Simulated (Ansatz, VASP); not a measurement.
**One calculation of PbSe, two programs**

Contents of POSCAR:

```
PbSe
1.0
    4.3693437079      0.0000000000      0.0000000000
    0.0000000000      4.3693437079      0.0000000000
    0.0000000000      0.0000000000     24.2687776955
Pb Se
4 4
Direct
    0.5000000000      0.5000000000      0.3090390498
    0.0000000000      0.0000000000      0.4363463499
    0.5000000000      0.5000000000      0.5636536501
    0.0000000000      0.0000000000      0.6909609502
    0.0000000000      0.0000000000      0.3090390498
    0.5000000000      0.5000000000      0.4363463499
    0.0000000000      0.0000000000      0.5636536501
    0.5000000000      0.5000000000      0.6909609502
```

INCAR.step1

```
ALGO     = Normal         # electronic algorithm
DIPOL    = 0.5 0.5 0.500
EDIFF    = 1E-4           # SCF threshold, eV
ENCUT    = 520            # plane-wave cutoff, eV
GGA      = PE             # functional
IDIPOL   = 3            
ISMEAR   = 0              # smearing method
LASPH    = True           # aspherical terms in the spheres
LCHARG   = False          # write CHGCAR
LDIPOL   = True         
LREAL    = False          # projectors in reciprocal space
LWAVE    = True           # write WAVECAR
NBANDS   = 50             # bands
NELM     = 100            # most SCF steps
PREC     = Accurate       # precision mode
SIGMA    = 0.05           # smearing width, eV
```

INCAR.step2

```
ALGO     = Normal         # electronic algorithm
DIPOL    = 0.5 0.5 0.500
EDIFF    = 1E-7           # SCF threshold, eV
ENCUT    = 520            # plane-wave cutoff, eV
IDIPOL   = 3            
ISIF     = 2              # what is computed and relaxed
ISMEAR   = 0              # smearing method
ISTART   = 1            
LASPH    = True           # aspherical terms in the spheres
LCHARG   = False          # write CHGCAR
LDIPOL   = True         
LMIXTAU  = True         
LREAL    = False          # projectors in reciprocal space
LWAVE    = False          # write WAVECAR
METAGGA  = R2SCAN         # meta-GGA
NBANDS   = 50             # bands
NELM     = 100            # most SCF steps
PREC     = Accurate       # precision mode
SIGMA    = 0.05           # smearing width, eV
```

KPOINTS

```
k-points
0
Gamma
  6 6 1
```

Input for Ansatz:

```yaml
crystal:
  lattice:
    - [4.3693437079, 0.0, 0.0]
    - [0.0, 4.3693437079, 0.0]
    - [0.0, 0.0, 24.2687776955]
  atoms:
    - { symbol: Pb, position: [0.5, 0.5, 0.3090390498] }
    - { symbol: Se, position: [0.0, 0.0, 0.3090390498] }
    - { symbol: Pb, position: [0.0, 0.0, 0.4363463499] }
    - { symbol: Se, position: [0.5, 0.5, 0.4363463499] }
    - { symbol: Pb, position: [0.5, 0.5, 0.5636536501] }
    - { symbol: Se, position: [0.0, 0.0, 0.5636536501] }
    - { symbol: Pb, position: [0.0, 0.0, 0.6909609502] }
    - { symbol: Se, position: [0.5, 0.5, 0.6909609502] }
basis:
  ecutwfc: 500
kpoints:
  mp_grid: { grid: [6, 6, 1] }
hamiltonian:
  xc: r2scan
scf:
  occupations: { method: gaussian, width: 0.05 }
output:
  forces: true
  stress: true
  eigenvalues: true
efield:
  axis: 3
  dipole_correction: true
```

Alike in both runs: task single point; functional r2SCAN; k mesh 6 × 6 × 1; occupations gaussian, width 0.05 eV; no spin polarisation.

```csv
,VASP,Ansatz
version,VASP 6.6.1,Ansatz 0.2.0
potentials or method,"VASP PAW PBE potentials, release 64 (Pb_d, Se), cutoff 520 eV","scalar-relativistic, plane waves, PAW"
valence electrons in the cell,80,120
```

|  | VASP | Ansatz | Ansatz less VASP |
| --- | --- | --- | --- |
| gap on the k mesh at the Fermi level (eV) | 1.27 | 1.27 | -0.001 |
| least direct gap on the mesh (eV) | 1.27 | 1.27 | -0.001 |
| rms of the force components (eV/Å) | 0.226 | 0.228 | +0.0022 |

VASP's potentials were made for PBE, not for r2SCAN. VASP's potentials hold 80 valence electrons a cell and Ansatz's 120, so a difference there can come from the potentials and not from the codes.

Spin-orbit coupling is off throughout.
